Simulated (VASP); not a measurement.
The system is SnO2.

```
CELL_PARAMETERS angstrom
3.23058 0.00000 0.00000
-1.61529 2.79776 0.00000
0.00000 0.00000 10.79056
ATOMIC_POSITIONS crystal
Sn 0.00000 0.00000 0.00000
Sn 0.00000 0.00000 0.50000
O 0.33333 0.66667 0.90586
O 0.33333 0.66667 0.59414
O 0.66667 0.33333 0.09414
O 0.66667 0.33333 0.40586
```

```yaml
Program: VASP 6.6.1
Task: relaxation of cell and atoms
Functional: r2SCAN
Potentials_or_basis: VASP PAW PBE potentials, release 64 (Sn_d, O)
Cutoff: 600 eV
k_mesh: 9 × 9 × 3
Occupations: fermi-dirac, width 0.05 eV
Spin: no spin polarisation
```

At the start: pressure -5.4 GPa; volume 16.25 Å³/atom.

Task: Where does the relaxation end?

Result: Over 6 steps the energy falls by 11.3 meV/atom and the volume is 15.75 Å³/atom (-3.1 %); space group P6_3/mmc (No. 194, to 0.1 Å) before and after.

The path:
```csv
step,energy change (eV),largest force (eV/Å),pressure (GPa),volume (Å³)
1,0.0000,0.5533,-5.38,97.53
2,0.1053,0.8717,10.35,90.02
3,-0.0675,0.0535,-0.09,94.52
4,-0.0675,0.0443,0.07,94.46
5,-0.0680,0.0134,0.05,94.51
6,-0.0681,0.0000,0.03,94.53
```

Final structure:
```xyz
6
Lattice="3.1948 0.0000 0.0000 -1.5974 2.7668 0.0000 0.0000 0.0000 10.6937" Properties=species:S:1:pos:R:3 pbc="T T T"
Sn    0.0000    0.0000   10.6937
Sn    0.0000    0.0000    5.3469
O     0.0000    1.8445    9.7003
O     0.0000    1.8445    6.3403
O     1.5974    0.9223    0.9934
O     1.5974    0.9223    4.3535
```

Caveat: the PAW data sets were made with another functional, which shifts forces and pressure a little.
